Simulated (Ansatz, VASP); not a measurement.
**HgTe: VASP beside Ansatz**

File INCAR:

```
SYSTEM = HgTe
AGGAC = 1.0
AGGAX = 1.0
ALDAC = 0.0
ALDAX = 1.0
ALGO = Normal
EDIFF = 1E-7
EDIFFG = -0.005
ENCUT = 600
GGA = B5
IBRION = 2
ISIF = 3
ISMEAR = -1
LASPH = .TRUE.
LCHARG = .FALSE.
LREAL = .FALSE.
LWAVE = .FALSE.
NELM = 100
NSW = 80
PREC = Accurate
SIGMA = 0.05
```

The input KPOINTS:

```
k-points
0
G
  7 7 7
  0 0 0
```

File POSCAR:

```
HgTe
1.0
    0.0000000000      3.2145000000      3.2145000000
    3.2145000000      0.0000000000      3.2145000000
    3.2145000000      3.2145000000      0.0000000000
Hg Te
1 1
Direct
    0.0000000000      0.0000000000      0.0000000000
    0.7500000000      0.7500000000      0.7500000000
```

input.yaml

```yaml
crystal:
  lattice:
    - [0.0, 3.2145, 3.2145]
    - [3.2145, 0.0, 3.2145]
    - [3.2145, 3.2145, 0.0]
  atoms:
    - { symbol: Hg, position: [0.0, 0.0, 0.0] }
    - { symbol: Te, position: [0.75, 0.75, 0.75] }
kpoints:
  mp_grid: { grid: [7, 7, 7] }
scf:
  occupations: { method: fermi_dirac, width: 0.05 }
hamiltonian:
  xc: blyp
  pseudopotentials: { kind: all_electron, lapw: { basis_error: 0.001 } }
output:
  forces: true
  stress: true
relax:
  f_tol: 0.005
  max_steps: 60
  cell: {}
```

Alike in both runs: task relaxation of cell and atoms; functional BLYP; k mesh 7 × 7 × 7; occupations fermi-dirac, width 0.05 eV; no spin polarisation.

|  | VASP | Ansatz |
| --- | --- | --- |
| version | VASP 6.6.1 | Ansatz 0.2.0 |
| potentials or method | VASP PAW PBE potentials, release 64 (Hg, Te), cutoff 600 eV | all-electron LAPW, scalar-relativistic |

VASP gave:

```
relaxed volume (Å³/atom)                                     : 40.14
relaxed cell length with the largest relative difference (Å) : 4.842
```

Task: Estimate Ansatz's values.

Result: Relaxed volume (Å³/atom): 39.93; relaxed cell length with the largest relative difference (Å): 4.834.

VASP's potentials were made for PBE, not for BLYP. Ansatz ran all-electron here, and VASP with PAW potentials.

Spin-orbit coupling is off throughout. Noted on VASP's run: the volume moved by over 15 % at a fixed basis, so the end points are rough. Noted on Ansatz's run: the volume moved by over 15 % at a fixed basis, so the end points are rough.
